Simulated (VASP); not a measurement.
Set up this calculation in VASP 6.6.1, as the native input.

| Quantity | Value |
| --- | --- |
| Task | single point |
| Functional | PBEsol |
| Potentials or basis | VASP PAW PBE potentials, release 64 (Cd) |
| Cutoff | 520 eV |
| k mesh | 18 × 18 × 8 |
| Occupations | gaussian, width 0.15 eV |
| Spin | no spin polarisation |
| Dipole correction | no |
| Further INCAR settings | ALGO = Fast; EDIFF = 1e-06; NBANDS = 19 |

The structure of Cd lies in POSCAR:

```
Cd
1.0
    2.8597176077      0.0000000000      0.0000000000
   -1.4298588039      2.4765880960      0.0000000000
    0.0000000000      0.0000000000      5.6176500000
Cd
2
Direct
    0.3333333333      0.6666666667      0.2500000000
    0.6666666667      0.3333333333      0.7500000000
```

This cell differs from its parent crystal: strain -0.0400 x Voigt [1, 1, 0, 0, 0, 0].

One way to write it, as run:

INCAR

```
PREC = Accurate
ENCUT = 520
EDIFF = 1E-6
ISMEAR = 0
SIGMA = 0.15
LREAL = False
LASPH = True
NELM = 100
ALGO = Fast
ISIF = 2
LWAVE = False
LCHARG = True
GGA = PS
LELF = True
LVHAR = True
NBANDS = 19
```

KPOINTS

```
regular mesh
0
Gamma
  18 18 8
```

Potentials or basis: VASP PAW PBE potentials, release 64 (Cd).

The run is started by

```bash
$ cat potpaw_PBE.64/Cd/POTCAR > POTCAR
$ mpirun -np 1 vasp_std > vasp.out
```

Results of the run:

```yaml
Pressure: 5.7 GPa
Band_gap_on_the_k_mesh: zero (band 12 reaches 5.18 eV, above the bottom of band 13 at -0.01 eV)
```

Caveat: the cell differs from its parent crystal (strain -0.0400 x Voigt [1, 1, 0, 0, 0, 0]); the PAW data sets were made with another functional, which shifts forces and pressure a little.

Wall time 36 s on 1 thread of Intel(R) Xeon(R) 6975P-C (Granite Rapids), with other jobs on the host, peak memory 0.24 GiB.
